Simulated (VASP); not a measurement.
# Pt (P6/mmm) in VASP: single point with PBE

Aim: the single point of Pt with PBE.

Program: VASP 6.6.1. These are calculated values, not measurements. Logs are shortened: lines on timing, memory, paths and dates and some standing lists are left out, and cuts for length are marked.

### 1 The cell of the first run

It takes space group P6/mmm (No. 191, hexagonal). The conventional cell has a = 3.845 Å, b = 3.845 Å, c = 2.287 Å, α = 90.00°, β = 90.00°, γ = 120.00°. Within 3.0 Å of Pt (site symmetry 6/mmm) lie 14 Pt at 2.29 to 2.50 Å. Pt (site symmetry -6m2) has 11 Pt at 2.22 to 2.50 Å within 2.9 Å.

This isn't the form of Pt at room conditions, which is fcc.

### 2 Single point, PBE

Input file INCAR:

```
SYSTEM = Pt
ALGO = Normal
EDIFF = 1E-6
ENCUT = 570
GGA = PE
GGA_COMPAT = .FALSE.
ISIF = 2
ISMEAR = -1
LASPH = .TRUE.
LCHARG = .FALSE.
LREAL = .FALSE.
LWAVE = .FALSE.
NBANDS = 34
NELM = 120
PREC = Accurate
SIGMA = 0.08
```

Input file KPOINTS:

```
k-points
0
G
  10 10 13
  0 0 0
```

Input file POSCAR:

```
Pt
1.0
    3.8447823490      0.0000000000      0.0000000000
   -1.9223911745      3.3296791863      0.0000000000
    0.0000000000      0.0000000000      2.2873894791
Pt
3
Direct
    0.0000000000      0.0000000000      0.0000000000
    0.3333333333      0.6666666667      0.5000000000
    0.6666666667      0.3333333333      0.5000000000
```

Potentials or basis: VASP PAW PBE potentials, release 64 (Pt_sv_GW).

Run with:

```sh
$ cat potpaw_PBE.64/Pt_sv_GW/POTCAR > POTCAR
$ mpirun -np 1 vasp_std > vasp.out
```

OUTCAR:

```text
SYSTEM = Pt
   EDIFF = 1E-6
   ENCUT = 570
   GGA = PE
   ISIF = 2
   ISMEAR = -1
   LASPH = .TRUE.
   LREAL = .FALSE.
   NELM = 120
   PREC = Accurate

 ion  position               nearest neighbor table
   1  0.000  0.000  0.000-   2 2.50   3 2.50   2 2.50   3 2.50   3 2.50   3 2.50   2 2.50   2 2.50
                             3 2.50   3 2.50   2 2.50   2 2.50
   2  0.333  0.667  0.500-   3 2.22   3 2.22   3 2.22   1 2.50   1 2.50   1 2.50   1 2.50   1 2.50
                             1 2.50   3 3.19   3 3.19   3 3.19   3 3.19   3 3.19   3 3.19
   3  0.667  0.333  0.500-   2 2.22   2 2.22   2 2.22   1 2.50   1 2.50   1 2.50   1 2.50   1 2.50
                             1 2.50   2 3.19   2 3.19   2 3.19   2 3.19   2 3.19   2 3.19

  LATTYP: Found a hexagonal cell.
 ALAT       =     3.8447823490
 C/A-ratio  =     0.5949334114

  Lattice vectors:

 A1 = (   3.8447823490,   0.0000000000,   0.0000000000)
 A2 = (  -1.9223911745,   3.3296791863,   0.0000000000)
 A3 = (   0.0000000000,   0.0000000000,   2.2873894791)

Analysis of symmetry for initial positions (statically):
=====================================================================
 Subroutine PRICEL returns:
 Original cell was already a primitive cell.

 Routine SETGRP: Setting up the symmetry group for a
 hexagonal supercell.

 Subroutine GETGRP returns: Found 24 space group operations
 (whereof 24 operations were pure point group operations)
 out of a pool of 24 trial point group operations.

The static configuration has the point symmetry D_6h.

Analysis of symmetry for dynamics (positions and initial velocities):
=====================================================================
 Subroutine PRICEL returns:
 Original cell was already a primitive cell.

 Routine SETGRP: Setting up the symmetry group for a
 hexagonal supercell.

 Subroutine GETGRP returns: Found 24 space group operations
 (whereof 24 operations were pure point group operations)
 out of a pool of 24 trial point group operations.

The dynamic configuration has the point symmetry D_6h.

 Subroutine INISYM returns: Found 24 space group operations
 (whereof 24 operations are pure point group operations),
 and found     1 'primitive' translations

----------------------------------------------------------------------------------------

                                     Primitive cell

  volume of cell :      29.2829

[... 82 lines left out ...]
   ISTART =      0    job   : 0-new  1-cont  2-samecut
   ICHARG =      2    charge: 1-file 2-atom 10-const
   ISPIN  =      1    spin polarized calculation?
   LNONCOLLINEAR =      F non collinear calculations
   LSORBIT =      F    spin-orbit coupling
   LASPH  =      T    aspherical Exc in radial PAW
   ENCUT  =  570.0 eV  41.89 Ry    6.47 a.u.   7.48  7.48  4.45*2*pi/ulx,y,z
   NELM   =    120;   NELMIN=  2; NELMDL= -5     # of ELM steps
   EDIFF  = 0.1E-05   stopping-criterion for ELM
   LREAL  =      F    real-space projection
   EDIFFG = 0.1E-04   stopping-criterion for IOM
   NSW    =      0    number of steps for IOM
   IBRION =     -1    ionic relax: 0-MD 1-quasi-New 2-CG
   NFREE  =      0    steps in history (QN), initial steepest desc. (CG)
   ISIF   =      2    stress and relaxation
   ISYM   =      2    0-nonsym 1-usesym 2-fastsym
   POTIM  = 0.5000    time-step for ionic-motion
   TEBEG  =    0.0;   TEEND  =   0.0 temperature during run
   PSTRESS=    0.0 pullay stress
   NELECT =      54.0000    total number of electrons
   NUPDOWN=      -1.0000    fix difference up-down
   EMIN   =  10.00;   EMAX   =-10.00  energy-range for DOS
   EFERMI =   0.00;   METHOD = LEGACY
   ISMEAR =    -1;   SIGMA  =   0.08  broadening in eV -4-tet -1-fermi 0-gaus
   EFERMI_NEDOS =   21; number of points for ismear=-14 and -15
   IALGO  =     38    algorithm
   IMIX   =      4    mixing-type and parameters
     AMIX     =   0.40;   BMIX     =  1.00
     AMIX_MAG =   1.60;   BMIX_MAG =  1.00
  volume/ion in A,a.u.               =       9.76        65.87
  Fermi-wavevector in a.u.,A,eV,Ry     =   2.007558  3.793734 54.835385  4.030287
  Thomas-Fermi vector in A             =   3.021259
   LORBIT       =      0    0 simple, 1 ext, 2 COOP (PROOUT), +10 PAW based schemes
   GGA     = PE    functional components
   LHFCALC =     F    Hartree Fock is set to
   AEXX    =    0.0000 exact exchange contribution
   IVDW    =     0    specifies the selected vdW correction
   LEPSILON=     F    determine dielectric tensor
   LRPA    =     F    only Hartree local field effects (RPA)
 non-spin polarized calculation
  energy-cutoff  :      570.00
  volume of cell :       29.28
 maximum number of plane-waves:       927
 NGX is ok and might be reduce to    30
   NGX = 15   NGY = 15   NGZ =  9

 number of electron      53.9999996 magnetization

 Free energy of the ion-electron system (eV)
  ---------------------------------------------------
  ext. energy  EPLUGINS =         0.00000000
  ---------------------------------------------------
  free energy    TOTEN  =        -2.71770652 eV

  energy without entropy =       -2.65323328  energy(sigma->0) =       -2.68546990

 E-fermi :  20.6474     XC(G=0): -17.1124

 val. band max:       20.6395012696   @ k =   0.3000   0.2000   0.0769
 cond. band min:      20.6474627602   @ k =   0.3000   0.2000   0.1538
 fundamental gap:      0.0079614906
 Fermi energy:        20.6474441912

 k-point     1 :       0.0000    0.0000    0.0000
  band No.  band energies     occupation
      1     -80.1820      2.00000
      2     -79.8361      2.00000
      3     -79.6168      2.00000
      4     -35.3216      2.00000
      5     -35.3216      2.00000
      6     -34.5125      2.00000
[... 877 lines left out ...]
     33      35.1498      0.00000
     34      36.5236      0.00000

 [... further k-points ...]
[... 5 lines left out ...]
  --------------------------------------------------------------------------------------
  -------------------------------------------------------------------------------------
  Total       76.6853592     76.6853592     76.7064002      0.0000000      0.0000000      0.0000000
  in kB     4195.7419353   4195.7419354   4196.8931671      0.0000000      0.0000000      0.0000000
  external PRESSURE =    4196.1256793 kB  Pullay stress =       0.0000000 kB

 VOLUME and BASIS-vectors are now :
 -----------------------------------------------------------------------------
  energy-cutoff  :      570.00
  volume of cell :       29.28
      direct lattice vectors                 reciprocal lattice vectors
     3.844782349  0.000000000  0.000000000     0.260092746  0.150164617  0.000000000
    -1.922391174  3.329679186  0.000000000     0.000000000  0.300329234  0.000000000
     0.000000000  0.000000000  2.287389479     0.000000000  0.000000000  0.437179592

 POSITION                                       TOTAL-FORCE (eV/Angst)
 -----------------------------------------------------------------------------------
      0.00000      0.00000      0.00000         0.000000      0.000000      0.000000
     -0.00000      2.21979      1.14369         0.000000      0.000000     -0.000000
      1.92239      1.10989      1.14369        -0.000000      0.000000      0.000000
 -----------------------------------------------------------------------------------
    total drift:                               -0.000000      0.000000      0.000000

  FREE ENERGIE OF THE ION-ELECTRON SYSTEM (eV)
  ---------------------------------------------------
  free  energy   TOTEN  =        -2.7177065171 eV

  energy  without entropy=       -2.6532332776  energy(sigma->0) =       -2.68546990
```

OSZICAR:

```text
N       E                     dE             d eps       ncg     rms          rms(c)
DAV:   1     0.796467177265E+03    0.79647E+03   -0.42049E+04  6712   0.201E+03
DAV:   2     0.235028796176E+02   -0.77296E+03   -0.75871E+03  7478   0.748E+02
DAV:   3    -0.342681438941E+01   -0.26930E+02   -0.26616E+02  8106   0.138E+02
DAV:   4    -0.364277048054E+01   -0.21596E+00   -0.21560E+00  7638   0.127E+01
DAV:   5    -0.364419283982E+01   -0.14224E-02   -0.14218E-02  7952   0.948E-01    0.181E+02
DAV:   6    -0.283916646871E+01    0.80503E+00   -0.11718E+00  7530   0.850E+00    0.105E+02
DAV:   7    -0.275974909560E+01    0.79417E-01   -0.91840E-01  7706   0.781E+00    0.802E+00
DAV:   8    -0.272835759791E+01    0.31391E-01   -0.14400E-01  7738   0.443E+00    0.353E+00
DAV:   9    -0.271781560884E+01    0.10542E-01   -0.58314E-02  7356   0.232E+00    0.147E+00
DAV:  10    -0.271773887017E+01    0.76739E-04   -0.26909E-03  7348   0.493E-01    0.650E-01
DAV:  11    -0.271770381317E+01    0.35057E-04   -0.15468E-04  8202   0.140E-01    0.754E-02
DAV:  12    -0.271770657488E+01   -0.27617E-05   -0.14843E-05  7258   0.296E-02    0.180E-02
DAV:  13    -0.271770651709E+01    0.57795E-07   -0.14829E-07  3934   0.396E-03
   1 F= -.27177065E+01 E0= -.26854699E+01  d E =-.644732E-01
```

Run time: 55 s. Hardware: 1 thread of Intel Xeon Platinum 8559C (Emerald Rapids), shared host; peak memory 0.2 GiB.

What came out:

| Item | Value |
| --- | --- |
| Free energy | -2.7177 eV |
| Pressure | 419.6 GPa |
| Band gap on the k mesh | zero (bands 27 and 28 overlap by 2.96 eV) |

Stress tensor (GPa, compression positive):
```
419.57   0.00   0.00
  0.00 419.57   0.00
  0.00   0.00 419.69
```

Caveat: the cell stands under pressure; spin-orbit coupling is left out, which moves the levels of the heavy elements.
